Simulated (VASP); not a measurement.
# SiC: single point with PBE

SiC:

```
Si C
1.0
     1.42060   -4.65699    0.00000
     1.42060    4.65699    0.00000
     0.00000    0.00000    2.95525
Si C
2 2
Direct
  0.09403 0.90597 0.50000
  0.90597 0.09403 0.50000
  0.19500 0.80500 0.00000
  0.80500 0.19500 0.00000
```

The cell was built from a structure type or drawn by symmetry, and may not be a known phase.

```
Program             : VASP 6.6.1
Task                : single point
Functional          : PBE
Potentials or basis : VASP PAW PBE potentials, release 64 (Si, C)
Cutoff              : 520 eV
k mesh              : 6 × 6 × 6
Occupations         : gaussian, width 0.1 eV
Spin                : no spin polarisation
```

| Property | Result |
| --- | --- |
| Pressure | 70.5 GPa |
| Largest force | 13.765 eV/Å |
| Band gap on the k mesh | zero (bands 8 and 9 overlap by 3.84 eV) |

Forces on the atoms (eV/Å):
```
Si    0.000 -13.765   0.000
Si    0.000  13.765   0.000
C     0.000  -3.775   0.000
C     0.000   3.775   0.000
```

Stress tensor (GPa, compression positive):
```
-10.27   0.00   0.00
  0.00 160.35   0.00
  0.00   0.00  61.39
```

Levels at points of the mesh, in eV from the Fermi level:
```
           k point  band 4  band 5  band 6  band 7  band 8  band 9  band 10  band 11  band 12  band 13
(0.00, 0.00, 0.00)   -5.99   -4.82   -2.03   -1.80    0.72    1.02     1.10     3.54     4.09     5.56
(0.50, 0.00, 0.00)   -8.55   -4.52   -4.47   -3.69   -3.42    0.88     4.14     4.68     5.18     5.95
(0.50, 0.50, 0.00)   -5.76   -5.21   -4.96   -2.57    1.02    1.71     2.72     2.88     3.87     4.77
(0.00, 0.00, 0.50)   -7.48   -7.10   -6.91   -4.04    2.88    3.41     3.64     3.82     4.18     5.83
(0.50, 0.00, 0.50)   -8.44   -7.37   -6.40   -5.21   -4.70   -0.03     1.10     1.36     4.74     6.32
(0.50, 0.50, 0.50)  -11.35   -4.10   -3.92   -3.38   -0.46    3.56     3.67     4.28     4.41     4.72
```

Run time: 15 s on 1 thread of Intel(R) Xeon(R) 6975P-C (Granite Rapids) (shared host), peak memory 0.18 GiB.

Caveat: the k points lie up to 0.39 Å⁻¹ apart, too coarse for converged energies and pressures of a metal; forces of over 1 eV/Å act on the atoms, so gaps and moduli don't describe the material at rest.
